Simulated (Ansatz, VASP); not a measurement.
## CdSe in VASP and in Ansatz

```xyz
4
Lattice="4.2475 0.0000 0.0000 -2.1238 3.6785 0.0000 0.0000 0.0000 6.9414" Properties=species:S:1:pos:R:3 pbc="T T T"
Cd    2.1238    1.2262    3.4725
Cd    0.0000    2.4523    6.9432
Se    2.1238    1.2262    6.0779
Se    0.0000    2.4523    2.6072
```

Alike in both runs: functional LDA; k mesh 10 × 10 × 4; no spin polarisation.

Ansatz relaxed the structure, and its values are those at the end. VASP's run is a single point on that final structure, the one shown.

|  | VASP | Ansatz |
| --- | --- | --- |
| version | VASP 6.6.1 | Ansatz 0.2.0 |
| potentials or method | VASP PAW LDA potentials, release 64 (Cd, Se), cutoff 520 eV | scalar-relativistic, plane waves, PAW |
| occupations | gaussian, width 0.01 eV | fixed |
| valence electrons in the cell | 36 | 72 |

VASP gave:

```
gap on the k mesh at the Fermi level (eV) : 0.50
least direct gap on the mesh (eV)         : 0.50
pressure (GPa)                            : 0.5
```

Task: Which values does Ansatz return?

Result: gap on the k mesh at the Fermi level (eV): 0.46; least direct gap on the mesh (eV): 0.46; pressure (GPa): 0.0.

Ansatz warns that its potentials were made for another functional, while VASP's fit it. LDA's correlation is that of Perdew and Zunger in VASP and of Perdew and Wang (1992) in Ansatz. VASP's potentials hold 36 valence electrons a cell and Ansatz's 72, so a difference there can come from the potentials and not from the codes.
